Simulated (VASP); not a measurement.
A run of VASP 6.6.1 is set up as follows.

Contents of INCAR:

```
SYSTEM = Al
  PREC = Accurate
  ENCUT = 520
  EDIFF = 1E-6
  ISMEAR = 0
  SIGMA = 0.15
  LREAL = .False.
  LASPH = .True.
  NELM = 80
  ALGO = Fast
  ISIF = 2
  LWAVE = .False.
  LCHARG = .False.
  GGA = PE
  IVDW = 12
  NBANDS = 8
```

The input KPOINTS:

```
regular mesh
0
Gamma
  26 26 26
  0 0 0
```

Contents of POSCAR:

```
Al
1.0
    0.0000000000      1.9913628294      2.1506718558
    1.9913628294      0.0000000000      2.1506718558
    1.9913628294      1.9913628294      0.0000000000
Al
1
Direct
    0.0000000000      0.0000000000      0.0000000000
```

Potentials or basis: VASP PAW PBE potentials, release 64 (Al).

Launch:

```sh
$ cat potpaw_PBE.64/Al/POTCAR > POTCAR
$ mpirun -np 1 vasp_std > vasp.out
```

Estimate the pressure.

-5.3 GPa.

Estimate the dispersion energy per atom.

-0.325 eV.

Stress tensor (GPa, compression positive):
```
-4.02  0.00  0.00
 0.00 -4.02  0.00
 0.00  0.00 -7.73
```

Caveat: the cell differs from its parent crystal (strain +0.000 along x and y, +0.080 along z); pairwise dispersion overbinds metals, which lowers pressure and volume.
